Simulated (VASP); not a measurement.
Input of a VASP 6.6.1 run:

INCAR

```
PREC = Accurate
ENCUT = 520
EDIFF = 1E-8
ISMEAR = -1
SIGMA = 0.08
LREAL = F
LASPH = T
NELM = 80
ALGO = Normal
ISIF = 2
LWAVE = F
LCHARG = F
GGA = PS
LEFG = T
NBANDS = 29
```

The input KPOINTS:

```
Automatic mesh
0
Gamma
  8 8 8
```

The input POSCAR:

```
TiSi2
1.0
    0.0000000000      4.1721904249      4.3175787994
    2.4179049172      0.0000000000      4.3175787994
    2.4179049172      4.1721904249      0.0000000000
Ti Si
2 4
Direct
    0.7500000000      0.7500000000      0.7500000000
    0.5000000000      0.5000000000      0.5000000000
    0.0830000000      0.4170000000      0.0830000000
    0.4170000000      0.0830000000      0.4170000000
    0.1670000000      0.8330000000      0.1670000000
    0.8330000000      0.1670000000      0.8330000000
```

Potentials or basis: VASP PAW PBE potentials, release 64 (Ti_sv, Si).

The run is started by

```sh
$ cat potpaw_PBE.64/Ti_sv/POTCAR potpaw_PBE.64/Si/POTCAR > POTCAR
$ mpirun -np 1 vasp_std > vasp.out
```

(1) What does it give for the pressure?

(2) Predict the largest force.

(3) Estimate the band gap on the k mesh.

Results:

(1) -6.9 GPa.

(2) 0.162 eV/Å.

(3) zero (band 20 reaches 10.34 eV, above the bottom of band 21 at 8.57 eV).

Caveat: without QUAD_EFG the Cq values of the log hold for a quadrupole moment of 1 mb, not for the nuclei; the PAW data sets were made with another functional, which shifts forces and pressure a little.
